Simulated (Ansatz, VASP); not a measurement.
Two plane-wave programs on NaCl

File INCAR:

```
SYSTEM = NaCl
ALGO = Normal
EDIFF = 1E-6
ENCUT = 520
GGA = PE
ISIF = 2
ISMEAR = 0
LASPH = .TRUE.
LCHARG = .TRUE.
LELF = .TRUE.
LREAL = .FALSE.
LVHAR = .TRUE.
LWAVE = .FALSE.
NBANDS = 14
NELM = 100
PREC = Accurate
SIGMA = 0.05
```

File KPOINTS:

```
k-points
0
G
  8 8 8
  0 0 0
```

Contents of POSCAR:

```
NaCl
1.0
    0.0000000000      2.8317500000      2.8317500000
    2.8317500000      0.0000000000      2.8317500000
    2.8317500000      2.8317500000      0.0000000000
Na Cl
1 1
Direct
    0.0000000000      0.0000000000      0.0000000000
    0.5374559962      0.4625440038      0.5000000000
```

Input for Ansatz:

```yaml
crystal:
  lattice:
    - [0.0, 2.83175, 2.83175]
    - [2.83175, 0.0, 2.83175]
    - [2.83175, 2.83175, 0.0]
  atoms:
    - { symbol: Na, position: [0.0, 0.0, 0.0] }
    - { symbol: Cl, position: [0.5374559962, 0.4625440038, 0.5] }
basis:
  ecutwfc: 420
kpoints:
  mp_grid: { grid: [8, 8, 8] }
hamiltonian:
  xc: pbe
scf:
  occupations: { method: gaussian, width: 0.05 }
output:
  forces: true
  stress: true
  eigenvalues: true
```

Change from the starting cell: all Cl atoms moved -0.150 Å, as atom 2 along Cartesian [1 -1 0].

Alike in both runs: task single point; functional PBE; k mesh 8 × 8 × 8; occupations gaussian, width 0.05 eV; no spin polarisation.

|  | VASP | Ansatz |
| --- | --- | --- |
| version | VASP 6.6.1 | Ansatz 0.2.0 |
| potentials or method | VASP PAW PBE potentials, release 64 (Na_pv, Cl), cutoff 520 eV | scalar-relativistic, plane waves, PAW |
| valence electrons in the cell | 14 | 16 |

Ansatz gave:

| Quantity | Value |
| --- | --- |
| gap on the k mesh at the Fermi level (eV) | 5.06 |
| least direct gap on the mesh (eV) | 5.06 |
| pressure (GPa) | 0.7 |
| traceless stress, the component that is largest in VASP (GPa) | -0.28 |
| rms of the force components (eV/Å) | 0.114 |

Task: Which values does VASP return?

Result: gap on the k mesh at the Fermi level (eV): 5.06; least direct gap on the mesh (eV): 5.06; pressure (GPa): 0.6; traceless stress, the component that is largest in VASP (GPa): -0.29; rms of the force components (eV/Å): 0.115.

Atom by atom the forces differ by 0.001 eV/Å (rms over components). VASP's potentials hold 14 valence electrons a cell and Ansatz's 16, so a difference there can come from the potentials and not from the codes.
